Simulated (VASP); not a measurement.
A run of VASP 6.6.1:

The input INCAR:

```
  ALGO = Normal
  EDIFF = 1E-7
  EDIFFG = -0.01
  ENCUT = 600
  GGA = PE
  IBRION = 2
  ISIF = 3
  ISMEAR = 0
  LASPH = T
  LCHARG = F
  LREAL = F
  LWAVE = F
  NELM = 100
  NSW = 100
  PREC = Accurate
  SIGMA = 0.1
```

Contents of KPOINTS:

```
k-points
0
Gamma
  16 16 6
```

File POSCAR:

```
Ta2SiC
1.0
    2.7204731774      0.0000000000      0.0000000000
    0.0000000000      2.7204731774      0.0000000000
    0.0000000000      0.0000000000      9.4801768444
Ta Si C
2 1 1
Direct
    0.0000000000      0.0000000000      0.7842788566
    0.0000000000      0.0000000000      0.2157211434
    0.0000000000      0.0000000000      0.5000000000
    0.0000000000      0.0000000000      0.0000000000
```

Potentials or basis: VASP PAW PBE potentials, release 64 (Ta_pv, Si, C).

Run with:

```console
$ cat potpaw_PBE.64/Ta_pv/POTCAR potpaw_PBE.64/Si/POTCAR potpaw_PBE.64/C/POTCAR > POTCAR
$ mpirun -np 1 vasp_std > vasp.out
```

Hardware: 1 thread of Intel(R) Xeon(R) Platinum 8559C (Emerald Rapids) (shared host).

Q: Estimate the wall time of this run.

A: Wall time 6.3 min on 1 thread of Intel(R) Xeon(R) Platinum 8559C (Emerald Rapids) (shared host), peak memory 0.46 GiB. Counts: scf iterations 49, k points 180, ion steps 5.
